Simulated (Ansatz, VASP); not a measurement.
## One calculation of Ag, two programs

```xyz
1
Lattice="0.0000 2.2065 1.8797 2.2065 0.0000 1.8797 2.2065 2.2065 0.0000" Properties=species:S:1:pos:R:3 pbc="T T T"
Ag    0.0000    0.0000    0.0000
```

Change from the starting cell: strain +0.080 along x and y, -0.080 along z, atoms carried along.

Alike in both runs: task single point; functional r2SCAN; k mesh 20 × 20 × 20; occupations gaussian, width 0.15 eV; no spin polarisation.

|  | VASP | Ansatz |
| --- | --- | --- |
| version | VASP 6.6.1 | Ansatz 0.2.0 |
| potentials or method | VASP PAW PBE potentials, release 64 (Ag), cutoff 520 eV | scalar-relativistic, plane waves, PAW |
| valence electrons in the cell | 11 | 19 |

Ansatz gave:

| Quantity | Value |
| --- | --- |
| gap on the k mesh at the Fermi level (eV) | none |
| pressure (GPa) | -4.6 |
| traceless stress, the component that is largest in VASP (GPa) | 1.18 |

Which values does VASP return?

gap on the k mesh at the Fermi level (eV): none; pressure (GPa): -4.5; traceless stress, the component that is largest in VASP (GPa): 1.20.

VASP's potentials were made for PBE, not for r2SCAN. A gap of «none» marks a metal or a gap that the smearing closes. The functional is the same, so the differences come from potentials, cutoffs and numerics. VASP's potentials hold 11 valence electrons a cell and Ansatz's 19, so a difference there can come from the potentials and not from the codes.
